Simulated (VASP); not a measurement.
Crystal: TePt2.

```xyz
3
Lattice="4.8810 0.0000 0.0000 -2.4405 4.2271 0.0000 0.0000 0.0000 3.1028" Properties=species:S:1:pos:R:3 pbc="T T T"
Te    0.0000    0.0000    0.0000
Pt    0.0000    2.8180    1.5514
Pt    2.4405    1.4090    1.5514
```

```yaml
Program: VASP 6.6.1
Task: relaxation of cell and atoms
Functional: PBE
Potentials_or_basis: VASP PAW PBE potentials, release 64 (Te, Pt)
Cutoff: 600 eV
k_mesh: 6 × 6 × 6
Occupations: gaussian, width 0.1 eV
Spin: no spin polarisation
```

At the start: pressure -13.4 GPa; volume 21.34 Å³/atom.

Q: How do energy, volume and symmetry change on relaxing?

A: Over 8 steps the energy falls by 118.8 meV/atom and the volume is 18.79 Å³/atom (-12.0 %); space group P6/mmm (No. 191, to 0.1 Å) before and after.

Step by step:
```
step  energy change (eV)  largest force (eV/Å)  pressure (GPa)  volume (Å³)
   1              0.0000                0.0000          -13.36        64.02
   2              0.3353                0.0000           32.38        48.90
   3             -0.3488                0.0000           -0.68        56.92
   4             -0.3492                0.0000           -0.24        56.75
   5             -0.3492                0.0000            0.13        56.61
   6             -0.3558                0.0000            0.25        56.43
   7             -0.3564                0.0000            0.30        56.37
   8             -0.3564                0.0000            0.31        56.36
```

Final structure:
```
Te Pt
1.0
     4.70228    0.00000    0.00000
    -2.35114    4.07229    0.00000
     0.00000    0.00000    2.94330
Te Pt
1 2
Cartesian
  0.0000 0.0000 2.9433
  0.0000 2.7149 1.4717
  2.3511 1.3574 1.4717
```
